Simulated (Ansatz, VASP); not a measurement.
**One calculation of As, two programs**

File INCAR:

```
PREC     = Accurate       # precision mode
ENCUT    = 520            # plane-wave cutoff, eV
EDIFF    = 1E-6           # SCF threshold, eV
ISMEAR   = -1             # smearing method
SIGMA    = 0.1            # smearing width, eV
LREAL    = False          # projectors in reciprocal space
LASPH    = True           # aspherical terms in the spheres
NELM     = 100            # most SCF steps
ALGO     = Normal         # electronic algorithm
ISIF     = 2              # what is computed and relaxed
LWAVE    = False          # write WAVECAR
LCHARG   = False          # write CHGCAR
GGA      = RP             # functional
NBANDS   = 12             # bands
```

The input KPOINTS:

```
Automatic mesh
0
Gamma
  13 13 10
```

Contents of POSCAR:

```
As
1.0
   -4.8131552906      5.2098693601      1.4298553701
    5.2098693601     -4.8131552906      1.4298553701
    2.5419612017      2.5419612017     -0.7032728254
As
2
Direct
    0.9360465993      0.0639534007      1.0000000000
    0.8139534007      0.1860465993      0.5000000000
```

Input for Ansatz:

```yaml
crystal:
  lattice:
    - [-4.8131552906, 5.2098693601, 1.4298553701]
    - [5.2098693601, -4.8131552906, 1.4298553701]
    - [2.5419612017, 2.5419612017, -0.7032728254]
  atoms:
    - { symbol: As, position: [0.9360465993, 0.0639534007, 1.0] }
    - { symbol: As, position: [0.8139534007, 0.1860465993, 0.5] }
hamiltonian:
  xc: rpbe
  pseudopotentials:
    kind: paw
    azcp:
      As: "pseudopotentials/As.paw.azcp"
basis:
  ecutwfc: 420
  fft_grid_basis: typed
kpoints:
  mp_grid: { grid: [13, 13, 10], shift: [0, 0, 0] }
magnetization:
  spin_polarized: false
scf:
  occupations: { method: fermi_dirac, width: 0.1 }
  lower_state_search: "off"
output:
  stress: true
```

Alike in both runs: task single point; functional RPBE; k mesh 13 × 13 × 10; occupations fermi-dirac, width 0.1 eV; no spin polarisation.

|  | VASP | Ansatz |
| --- | --- | --- |
| version | VASP 6.6.1 | Ansatz 0.2.0 |
| potentials or method | VASP PAW PBE potentials, release 64 (As), cutoff 520 eV | plane waves (420 eV) with PAW, scalar-relativistic |
| valence electrons in the cell | 10 | 30 |

Ansatz gave:

```
pressure (GPa)                                                : -1.4
traceless stress, the component that is largest in VASP (GPa) : -0.21
```

Q: What did VASP give for the same quantities?

A: Pressure (GPa): -1.3; traceless stress, the component that is largest in VASP (GPa): -0.24.

VASP's potentials were made for PBE, not for RPBE. VASP's potentials hold 10 valence electrons a cell and Ansatz's 30, so a difference there can come from the potentials and not from the codes.
